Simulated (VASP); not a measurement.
# Sn4HO8: single point with PBE

Sn4HO8, a slab with vacuum:

```
CELL_PARAMETERS angstrom
6.70054 0.00000 0.00000
0.00000 6.37300 0.00000
0.00000 0.00000 18.40399
ATOMIC_POSITIONS crystal
Sn 0.00000 0.00000 0.05434
Sn 0.50000 0.25000 0.05434
Sn 0.49711 0.00008 0.25284
Sn 0.99445 0.24386 0.24114
Sn 0.00000 0.50000 0.05434
Sn 0.50000 0.75000 0.05434
Sn 0.50331 0.50429 0.24489
Sn 0.99512 0.76145 0.23893
O 0.00899 0.00440 0.16212
O 0.19350 0.25000 0.05434
O 0.50000 0.00000 0.12479
O 0.80650 0.25000 0.05434
O 0.52367 0.96792 0.35933
O 0.68914 0.25033 0.23118
O 0.99261 0.00035 0.30940
O 0.30247 0.26014 0.24526
O 0.00241 0.49941 0.16684
O 0.19350 0.75000 0.05434
O 0.50000 0.50000 0.12479
O 0.80650 0.75000 0.05434
O 0.53228 0.53733 0.35497
O 0.69143 0.75481 0.22542
O 0.95725 0.50604 0.31394
O 0.30127 0.74608 0.23789
H 0.66934 0.57660 0.36618
H 0.05627 0.50436 0.35281
```

| Quantity | Value |
| --- | --- |
| Program | VASP 6.6.1 |
| Task | single point |
| Functional | PBE |
| Potentials or basis | VASP PAW PBE potentials, release 64 (Sn_d, O, H) |
| Cutoff | 520 eV |
| k mesh | 2 × 2 × 1 |
| Occupations | gaussian, width 0.05 eV |
| Spin | no spin polarisation |
| Dipole correction | no |
| Further INCAR settings | LREAL = Auto; ALGO = Normal; EDIFF = 1e-06; NBANDS = 124 |

The largest force is 2.733 eV/Å and the band gap on the k mesh is zero (bands 105 and 106 overlap by 0.05 eV).

Forces on the atoms (eV/Å):
```
Sn   0.013  0.030  1.853
Sn   0.004  0.010  0.685
Sn  -0.042  0.050 -0.044
Sn   0.036  0.211  0.006
Sn   0.019 -0.023  2.733
Sn   0.008 -0.010  0.708
Sn   0.082  0.014 -0.042
Sn   0.027 -0.228  0.033
O    0.004  0.027  0.056
O   -0.751  0.144 -1.435
O   -0.195  0.157 -0.369
O    0.765  0.089 -1.391
O    0.011 -0.021  0.119
O    0.022  0.014  0.011
O   -0.014  0.008  0.103
O    0.034 -0.097 -0.005
O   -0.014 -0.006 -0.039
O   -0.812 -0.117 -1.380
O   -0.151 -0.094 -0.360
O    0.831 -0.068 -1.353
O   -0.569 -0.107 -0.041
O    0.087 -0.058  0.009
O    0.398 -0.063  0.013
O   -0.047  0.076 -0.068
H    0.167  0.019  0.047
H    0.089  0.046  0.148
```

Levels at points of the mesh, in eV from the Fermi level:
```
           k point  band 103  band 104  band 105  band 106  band 107  band 108
(0.00, 0.00, 0.00)     -0.60     -0.02      0.03      0.30      0.49      1.06
(0.50, 0.00, 0.00)     -0.53     -0.15     -0.02      0.03      1.10      1.31
(0.00, 0.50, 0.00)     -0.61     -0.56     -0.21     -0.02      0.96      0.98
(0.50, 0.50, 0.00)     -0.20     -0.12     -0.04     -0.01      0.65      0.67
```

Wall time 49 min on 1 thread of Intel Xeon 8259CL, on a shared host, peak memory 0.83 GiB.

Caveat: the k points lie up to 0.49 Å⁻¹ apart; spin-orbit coupling is left out, which moves the levels of the heavy elements.
